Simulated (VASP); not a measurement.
# SiC3 (R3m) in VASP: a series of runs, part 2 of 2

VASP 6.6.1.

## Step 4: Single point, r2SCAN (epitaxial xy strain -2.9%)

File POSCAR:

```
SiC3
1.0
    1.3739617443      0.7932571828      4.6973960637
   -1.3739617443      0.7932571828      4.6973960637
    0.0000000000     -1.5865143660      4.6973960636
C Si
3 1
Direct
    1.0087035159      0.0087035159      0.0087035159
    0.4878149803      0.4878149803      0.4878149803
    0.3789771080      0.3789771080      0.3789771080
    0.8745043958      0.8745043958      0.8745043958
```

File INCAR.step1:

```
ALGO     = Normal         # electronic algorithm
EDIFF    = 1E-4           # SCF threshold, eV
ENCUT    = 520            # plane-wave cutoff, eV
GGA      = PE             # functional
ISMEAR   = 0              # smearing method
LASPH    = True           # aspherical terms in the spheres
LCHARG   = False          # write CHGCAR
LREAL    = False          # projectors in reciprocal space
LWAVE    = True           # write WAVECAR
NBANDS   = 16             # bands
NELM     = 60             # most SCF steps
PREC     = Accurate       # precision mode
SIGMA    = 0.01           # smearing width, eV
```

File INCAR.step2:

```
ALGO     = Normal         # electronic algorithm
EDIFF    = 1E-6           # SCF threshold, eV
ENCUT    = 520            # plane-wave cutoff, eV
ISIF     = 2              # what is computed and relaxed
ISMEAR   = 0              # smearing method
ISTART   = 1            
LASPH    = True           # aspherical terms in the spheres
LCHARG   = False          # write CHGCAR
LMIXTAU  = True         
LREAL    = False          # projectors in reciprocal space
LWAVE    = False          # write WAVECAR
METAGGA  = R2SCAN         # meta-GGA
NBANDS   = 16             # bands
NELM     = 60             # most SCF steps
PREC     = Accurate       # precision mode
SIGMA    = 0.01           # smearing width, eV
```

File KPOINTS:

```
k-points
0
Gamma
  10 10 10
```

Potentials or basis: VASP PAW PBE potentials, release 64 (C, Si).

Launch:

```console
cat potpaw_PBE.64/C/POTCAR potpaw_PBE.64/Si/POTCAR > POTCAR
cp INCAR.step1 INCAR
mpirun -np 1 vasp_std > vasp.out
cp INCAR.step2 INCAR
mpirun -np 1 vasp_std > vasp.out
```

OUTCAR:

```text
EDIFF = 1E-6
   ENCUT = 520
   ISIF = 2
   ISMEAR = 0
   ISTART = 1
   LASPH = True
   LREAL = False
   METAGGA = R2SCAN
   NELM = 60
   PREC = Accurate

 ion  position               nearest neighbor table
   1  0.009  0.009  0.009-   3 1.67   3 1.67   3 1.67   4 1.89
   2  0.488  0.488  0.488-   3 1.53   4 1.76   4 1.76   4 1.76
   3  0.379  0.379  0.379-   2 1.53   1 1.67   1 1.67   1 1.67
   4  0.875  0.875  0.875-   2 1.76   2 1.76   2 1.76   1 1.89

  LATTYP: Found a trigonal (rhomboedric) cell.
 ALAT       =     4.9580800328
 COS(alpha) =     0.8464137943

  Lattice vectors:

 A1 = (   1.3739617443,   0.7932571828,   4.6973960637)
 A2 = (  -1.3739617443,   0.7932571828,   4.6973960637)
 A3 = (   0.0000000000,  -1.5865143660,   4.6973960636)

Analysis of symmetry for initial positions (statically):
=====================================================================
 Subroutine PRICEL returns:
 Original cell was already a primitive cell.

 Routine SETGRP: Setting up the symmetry group for a
 trigonal (rhombohedral) supercell.

 Subroutine GETGRP returns: Found  6 space group operations
 (whereof  6 operations were pure point group operations)
 out of a pool of 12 trial point group operations.

The static configuration has the point symmetry C_3v.

Analysis of symmetry for dynamics (positions and initial velocities):
=====================================================================
 Subroutine PRICEL returns:
 Original cell was already a primitive cell.

 Routine SETGRP: Setting up the symmetry group for a
 trigonal (rhombohedral) supercell.

 Subroutine GETGRP returns: Found  6 space group operations
 (whereof  6 operations were pure point group operations)
 out of a pool of 12 trial point group operations.

The dynamic configuration has the point symmetry C_3v.

 Subroutine INISYM returns: Found  6 space group operations
 (whereof  6 operations are pure point group operations),
 and found     1 'primitive' translations

----------------------------------------------------------------------------------------

                                     Primitive cell

  volume of cell :      30.7183

  direct lattice vectors                    reciprocal lattice vectors
     1.373961744  0.793257183  4.697396064     0.363911151  0.210104201  0.070961300
    -1.373961744  0.793257183  4.697396064    -0.363911151  0.210104201  0.070961300
     0.000000000 -1.586514366  4.697396064     0.000000000 -0.420208402  0.070961300

  length of vectors
     4.958080033  4.958080033  4.958080033     0.426157961  0.426157961  0.426157961

  position of ions in fractional coordinates (direct lattice)
     0.008703516  0.008703516  0.008703516
     0.487814980  0.487814980  0.487814980
     0.378977108  0.378977108  0.378977108
     0.874504396  0.874504396  0.874504396

  ion indices of the primitive-cell ions
   primitive index   ion index
                 1           1
                 2           2
                 3           3
                 4           4

----------------------------------------------------------------------------------------

 KPOINTS: k-points

Automatic generation of k-mesh.
 Grid dimensions read from file:
 generate k-points for:   10   10   10

 Generating k-lattice:

  Cartesian coordinates                     Fractional coordinates (reciprocal lattice)
     0.036391115  0.021010420  0.007096130     0.100000000 -0.000000000 -0.000000000
    -0.036391115  0.021010420  0.007096130    -0.000000000  0.100000000 -0.000000000
     0.000000000 -0.042020840  0.007096130    -0.000000000 -0.000000000  0.100000000

  Length of vectors
     0.042615796  0.042615796  0.042615796

  Shift w.r.t. Gamma in fractional coordinates (k-lattice)
     0.000000000  0.000000000  0.000000000

 Subroutine IBZKPT returns following result:
 ===========================================

 Found    116 irreducible k-points:

 Following reciprocal coordinates:
            Coordinates               Weight
  0.000000  0.000000  0.000000      1.000000
  0.100000 -0.000000  0.000000      6.000000
  0.200000 -0.000000  0.000000      6.000000
  0.300000  0.000000  0.000000      6.000000
  0.400000 -0.000000 -0.000000      6.000000
  0.500000 -0.000000 -0.000000      3.000000
[... 16 lines left out ...]
  0.300000  0.300000  0.000000      6.000000
  0.400000  0.300000  0.000000     12.000000
 [... further k-points ...]
   k-points           NKPTS =    116   k-points in BZ     NKDIM =    116   number of bands    NBANDS=     16
   number of dos      NEDOS =    301   number of ions     NIONS =      4
   total plane-waves  NPLWV =  64000
   dimension x,y,z NGX =    40 NGY =   40 NGZ =   40
   dimension x,y,z NGXF=    80 NGYF=   80 NGZF=   80
   ions per type =               3   1
   NGX,Y,Z   is equivalent  to a cutoff of  13.41, 13.41, 13.41 a.u.
   NGXF,Y,Z  is equivalent  to a cutoff of  26.82, 26.82, 26.82 a.u.
 SYSTEM =  unknown system
   PREC   = accura    normal or accurate (medium, high low for compatibility)
   ISTART =      1    job   : 0-new  1-cont  2-samecut
   ICHARG =      0    charge: 1-file 2-atom 10-const
   ISPIN  =      1    spin polarized calculation?
   LNONCOLLINEAR =      F non collinear calculations
   LSORBIT =      F    spin-orbit coupling
   LASPH  =      T    aspherical Exc in radial PAW
   ENCUT  =  520.0 eV  38.22 Ry    6.18 a.u.   9.22  9.22  9.22*2*pi/ulx,y,z
   NELM   =     60;   NELMIN=  2; NELMDL=  0     # of ELM steps
   EDIFF  = 0.1E-05   stopping-criterion for ELM
   LREAL  =      F    real-space projection
   EDIFFG = 0.1E-04   stopping-criterion for IOM
   NSW    =      0    number of steps for IOM
   IBRION =     -1    ionic relax: 0-MD 1-quasi-New 2-CG
   NFREE  =      0    steps in history (QN), initial steepest desc. (CG)
   ISIF   =      2    stress and relaxation
   ISYM   =      2    0-nonsym 1-usesym 2-fastsym
   POTIM  = 0.5000    time-step for ionic-motion
   TEBEG  =    0.0;   TEEND  =   0.0 temperature during run
   PSTRESS=    0.0 pullay stress
   NELECT =      16.0000    total number of electrons
   NUPDOWN=      -1.0000    fix difference up-down
   EMIN   =  10.00;   EMAX   =-10.00  energy-range for DOS
   EFERMI =   0.00;   METHOD = LEGACY
   ISMEAR =     0;   SIGMA  =   0.01  broadening in eV -4-tet -1-fermi 0-gaus
   EFERMI_NEDOS =   21; number of points for ismear=-14 and -15
   IALGO  =     38    algorithm
   IMIX   =      4    mixing-type and parameters
     AMIX     =   0.40;   BMIX     =  1.00
     AMIX_MAG =   1.60;   BMIX_MAG =  1.00
  volume/ion in A,a.u.               =       7.68        51.82
  Fermi-wavevector in a.u.,A,eV,Ry     =   1.317192  2.489132 23.606042  1.734995
  Thomas-Fermi vector in A             =   2.447251
   LORBIT       =      0    0 simple, 1 ext, 2 COOP (PROOUT), +10 PAW based schemes
   METAGGA = R2SCAN    functional components
   LHFCALC =     F    Hartree Fock is set to
   AEXX    =    0.0000 exact exchange contribution
   IVDW    =     0    specifies the selected vdW correction
   LEPSILON=     F    determine dielectric tensor
   LRPA    =     F    only Hartree local field effects (RPA)
 non-spin polarized calculation
 Gauss-broadening in eV      SIGMA  =   0.01
  energy-cutoff  :      520.00
  volume of cell :       30.72
 maximum number of plane-waves:       838
 NGX is ok and might be reduce to    40
   NGX = 19   NGY = 19   NGZ = 19

 number of electron      16.0000000 magnetization

 Free energy of the ion-electron system (eV)
  ---------------------------------------------------
  ext. energy  EPLUGINS =         0.00000000
  ---------------------------------------------------
  free energy    TOTEN  =       -36.56450986 eV

  energy without entropy =      -36.56450986  energy(sigma->0) =      -36.56450986

 E-fermi :  10.1802     XC(G=0): -13.0247

 val. band max:       10.0282468344   @ k =   0.0000   0.0000   0.0000
 cond. band min:      11.3884177679   @ k =   0.5000   0.5000   0.0000
 fundamental gap:      1.3601709335
 Fermi energy:        10.1802351022

 k-point     1 :       0.0000    0.0000    0.0000
  band No.  band energies     occupation
      1     -10.2891      2.00000
      2      -5.4678      2.00000
      3      -2.5109      2.00000
      4       6.9365      2.00000
      5       6.9365      2.00000
      6       8.6124      2.00000
[... 8 lines left out ...]
     15      19.7738      0.00000
     16      24.7380      0.00000
[... 419 lines left out ...]
 k-point    24 :       0.4000    0.3000    0.0000
  band No.  band energies     occupation
      1      -7.3798      2.00000
      2      -3.9813      2.00000
      3      -0.6936      2.00000
      4       1.4396      2.00000
      5       3.1156      2.00000
      6       3.9705      2.00000
[... 8 lines left out ...]
     15      23.7123      0.00000
     16      24.5253      0.00000

 [... further k-points ...]
[... 5 lines left out ...]
  --------------------------------------------------------------------------------------
  -------------------------------------------------------------------------------------
  Total        4.4360511      4.4360511     -0.0510458      0.0000000      0.0000000      0.0000000
  in kB      231.3715963    231.3715963     -2.6624028      0.0000000      0.0000000      0.0000000
  external PRESSURE =     153.3602632 kB  Pullay stress =       0.0000000 kB

 VOLUME and BASIS-vectors are now :
 -----------------------------------------------------------------------------
  energy-cutoff  :      520.00
  volume of cell :       30.72
      direct lattice vectors                 reciprocal lattice vectors
     1.373961744  0.793257183  4.697396064     0.363911151  0.210104201  0.070961300
    -1.373961744  0.793257183  4.697396064    -0.363911151  0.210104201  0.070961300
     0.000000000 -1.586514366  4.697396064     0.000000000 -0.420208402  0.070961300

 POSITION                                       TOTAL-FORCE (eV/Angst)
 -----------------------------------------------------------------------------------
      0.00000     -0.00000      0.12265         0.000000      0.000000     -0.040081
      0.00000     -0.00000      6.87438         0.000000     -0.000000      0.090352
      0.00000     -0.00000      5.34062         0.000000      0.000000     -0.015420
      0.00000     -0.00000     12.32368         0.000000      0.000000     -0.034851
 -----------------------------------------------------------------------------------
    total drift:                               -0.000000      0.000000     -0.000124

  FREE ENERGIE OF THE ION-ELECTRON SYSTEM (eV)
  ---------------------------------------------------
  free  energy   TOTEN  =       -36.5645098582 eV

  energy  without entropy=      -36.5645098582  energy(sigma->0) =      -36.56450986
```

It took 4.9 min on 1 thread of Intel Xeon 6975P-C (Granite Rapids), shared host; peak memory 0.26 GiB.

Results:

| Quantity | Value |
| --- | --- |
| Free energy | -36.5645 eV |
| Pressure | 15.3 GPa |
| Largest force | 0.090 eV/Å |
| Band gap on the k mesh | 1.36 eV, indirect (least direct gap 3.25 eV) |

Forces in eV/Å, atoms in the order of the input:
```
C    0.000  0.000 -0.040
C    0.000  0.000  0.090
C    0.000  0.000 -0.015
Si   0.000  0.000 -0.035
```

Stress tensor (GPa, compression positive):
```
23.14  0.00  0.00
 0.00 23.14  0.00
 0.00  0.00 -0.27
```

Levels at points of the mesh, in eV from the valence-band top:
```
           k point  band 4  band 5  band 6  band 7  band 8  band 9  band 10  band 11  band 12  band 13
(0.00, 0.00, 0.00)   -3.09   -3.09   -1.42    0.00    0.00    4.36     5.01     5.22     5.22     9.52
(0.50, 0.00, 0.00)   -9.01   -7.36   -5.71   -5.58   -2.62    3.53     4.44     6.32     9.64     9.70
(0.50, 0.50, 0.00)  -10.44   -6.29   -5.86   -2.93   -1.89    1.36     2.97     6.74     7.07     7.33
(0.50, 0.50, 0.50)   -5.96   -3.03   -3.03   -0.29   -0.29    4.98     5.77     5.77     6.14    10.12
```

Caveat: the cell differs from its parent crystal (epitaxial xy strain -2.9%); the PAW data sets were made with another functional, which shifts forces and pressure a little. A k mesh can miss the band edges.

## Step 5: Single point, r2SCAN (uniaxial z strain -5.2%)

File POSCAR:

```
SiC3
1.0
    1.4154339593      0.8172011774      4.4276966196
   -1.4154339593      0.8172011774      4.4276966196
    0.0000000000     -1.6344023549      4.4276966196
C Si
3 1
Direct
    1.0083656995      0.0083656995      0.0083656995
    0.4903070679      0.4903070679      0.4903070679
    0.3781286560      0.3781286560      0.3781286560
    0.8731985767      0.8731985767      0.8731985767
```

File INCAR.step1:

```
SYSTEM = SiC3
PREC     = Accurate       ! precision mode
ENCUT    = 520            ! plane-wave cutoff, eV
ISMEAR   = 0              ! smearing method
SIGMA    = 0.01           ! smearing width, eV
LREAL    = .False.        ! projectors in reciprocal space
LASPH    = .True.         ! aspherical terms in the spheres
NELM     = 80             ! most SCF steps
NBANDS   = 16             ! bands
GGA      = PE             ! functional
ALGO     = Normal         ! electronic algorithm
EDIFF    = 1E-4           ! SCF threshold, eV
LWAVE    = .True.         ! write WAVECAR
LCHARG   = .False.        ! write CHGCAR
```

File INCAR.step2:

```
SYSTEM = SiC3
PREC     = Accurate       ! precision mode
ENCUT    = 520            ! plane-wave cutoff, eV
EDIFF    = 1E-7           ! SCF threshold, eV
ISMEAR   = 0              ! smearing method
SIGMA    = 0.01           ! smearing width, eV
LREAL    = .False.        ! projectors in reciprocal space
LASPH    = .True.         ! aspherical terms in the spheres
NELM     = 80             ! most SCF steps
ALGO     = Normal         ! electronic algorithm
ISIF     = 2              ! what is computed and relaxed
LWAVE    = .False.        ! write WAVECAR
LCHARG   = .True.         ! write CHGCAR
METAGGA  = R2SCAN         ! meta-GGA
LMIXTAU  = .True.       
LELF     = .True.         ! ELF
LVHAR    = .True.       
NBANDS   = 16             ! bands
ISTART   = 1
```

File KPOINTS:

```
Automatic mesh
0
Gamma
  10 10 10
  0 0 0
```

Launch:

```console
cat potpaw_PBE.64/C/POTCAR potpaw_PBE.64/Si/POTCAR > POTCAR
cp INCAR.step1 INCAR
mpirun -np 1 vasp_std > vasp.out
cp INCAR.step2 INCAR
mpirun -np 1 vasp_std > vasp.out
```

Wall time 3.5 min (1 thread of Intel Xeon 6975P-C (Granite Rapids), shared host); peak memory 0.23 GiB.

The run converged. Its results:

| Property | Result |
| --- | --- |
| Free energy | -36.4577 eV |
| Pressure | 19.5 GPa |
| Largest force | 0.096 eV/Å |
| Band gap on the k mesh | 2.17 eV, indirect (least direct gap 3.69 eV) |

Forces on the atoms (eV/Å):
```
C    0.000  0.000 -0.041
C    0.000  0.000  0.096
C    0.000  0.000 -0.047
Si   0.000  0.000 -0.008
```

Stress tensor (GPa, compression positive):
```
 5.21  0.00  0.00
 0.00  5.21  0.00
 0.00  0.00 48.07
```

Levels at points of the mesh, in eV from the valence-band top:
```tsv
k point	band 5	band 6	band 7	band 8	band 9	band 10	band 11	band 12
(0.00, 0.00, 0.00)	-3.22	-0.48	0.00	0.00	3.93	5.09	5.09	6.54
(0.50, 0.00, 0.00)	-6.76	-5.37	-5.10	-2.67	3.55	4.73	7.93	10.10
(0.50, 0.50, 0.00)	-5.83	-5.26	-2.08	-1.54	2.17	3.37	7.17	7.54
(0.50, 0.50, 0.50)	-3.10	-3.10	-0.49	-0.49	3.99	5.89	5.89	6.25
```

Caveat: the cell differs from its parent crystal (uniaxial z strain -5.2%); the PAW data sets were made with another functional, which shifts forces and pressure a little.

## Step 6: Overview

```tsv
level	cell	smearing	gap on the mesh (eV)	pressure (GPa)	largest force (eV/Å)
PBE	a = 4.958 Å, angles 32.2°, 4 atoms	fermi-dirac 0.02 eV	1.05	18.6	0.38
PBE	a = 4.720 Å, angles 34.9°, 4 atoms	fermi-dirac 0.02 eV	1.86	22.7	0.29
r2SCAN	a = 4.958 Å, angles 32.2°, 4 atoms	gaussian 0.01 eV	1.36	15.3	0.09
r2SCAN	a = 4.720 Å, angles 34.9°, 4 atoms	gaussian 0.01 eV	2.17	19.5	0.10
```

Alike in all rows: task single point; potentials or basis VASP PAW PBE potentials, release 64 (C, Si); no spin polarisation; k mesh 10 × 10 × 10; cutoff (eV) 520.

Caveats: the PAW data sets were made with another functional, which shifts forces and pressure a little (some runs).

Absolute energies hang on the potentials; compare differences alone.
